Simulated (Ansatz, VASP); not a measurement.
**CsCl in VASP and in Ansatz**

```
CELL_PARAMETERS angstrom
4.20386 0.00000 0.00000
0.00000 4.20386 0.00000
0.00000 0.00000 4.20386
ATOMIC_POSITIONS crystal
Cs 0.00000 0.00000 0.00000
Cl 0.50000 0.50000 0.50000
```

Change from the starting cell: volume scaled by 1.06, PAW files.

Alike in both runs: task electric field gradients; functional PBEsol; k mesh 6 × 6 × 6; occupations fermi-dirac, width 0.03 eV; no spin polarisation.

|  | VASP | Ansatz |
| --- | --- | --- |
| version | VASP 6.6.1 | Ansatz 0.2.0 |
| potentials or method | VASP PAW PBE potentials, release 64 (Cs_sv, Cl) | PAW with Ansatz's default frozen-core files, scalar-relativistic |
| plane-wave cutoff (eV) | 400 | 420 |
| valence electrons in the cell | 16 | 16 |

|  | VASP | Ansatz | Ansatz less VASP |
| --- | --- | --- | --- |
| gap on the k mesh at the Fermi level (eV) | 4.80 | 4.81 | +0.010 |
| pressure (GPa) | -1.4 | -1.4 | -0.02 |

VASP's potentials were made for PBE, not for PBEsol.

Spin-orbit coupling is off throughout.
